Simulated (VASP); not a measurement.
Here is a VASP 6.6.1 calculation.

Contents of INCAR:

```
  PREC = Accurate
  ENCUT = 500
  EDIFF = 1E-6
  ISMEAR = 0
  SIGMA = 0.1
  LREAL = False
  LASPH = True
  NELM = 120
  ALGO = Normal
  ISIF = 2
  LWAVE = False
  LCHARG = False
  GGA = PE
  NBANDS = 27
  GGA_COMPAT = False
```

KPOINTS

```
regular mesh
0
Gamma
  3 3 6
```

POSCAR

```
AlInAsP3
1.0
    6.7097591129      0.0000000000      0.0000000000
   -3.3548795565      5.8108218451      0.0000000000
    0.0000000000      0.0000000000      3.5230173499
Al In P As
1 1 3 1
Direct
    0.0000000000      0.0000000000      0.0000000000
    0.3333333333      0.6666666667      0.0000000000
    0.9820993087      0.4910496543      0.5000000000
    0.5089503457      0.4910496543      0.5000000000
    0.5089503457      0.0179006913      0.5000000000
    0.6666666667      0.3333333333      0.0000000000
```

Potentials or basis: VASP PAW PBE potentials, release 64 (Al, In_d, P, As).

Run with:

```sh
$ cat potpaw_PBE.64/Al/POTCAR potpaw_PBE.64/In_d/POTCAR potpaw_PBE.64/P/POTCAR potpaw_PBE.64/As/POTCAR > POTCAR
$ mpirun -np 1 vasp_std > vasp.out
```

Q: Predict the band gap on the k mesh.

A: Zero (bands 18 and 19 overlap by 0.84 eV).

Q: Estimate the largest force.

A: 0.030 eV/Å.

Q: Estimate the pressure.

A: 0.0 GPa.

Forces on the atoms (eV/Å):
```
Al   0.000  0.000  0.000
In   0.000  0.000  0.000
P    0.026  0.015  0.000
P   -0.026  0.015  0.000
P    0.000 -0.030  0.000
As   0.000  0.000  0.000
```

Caveat: the k points lie up to 0.36 Å⁻¹ apart, too coarse for converged energies and pressures of a metal; spin-orbit coupling is left out, which moves the levels of the heavy elements.
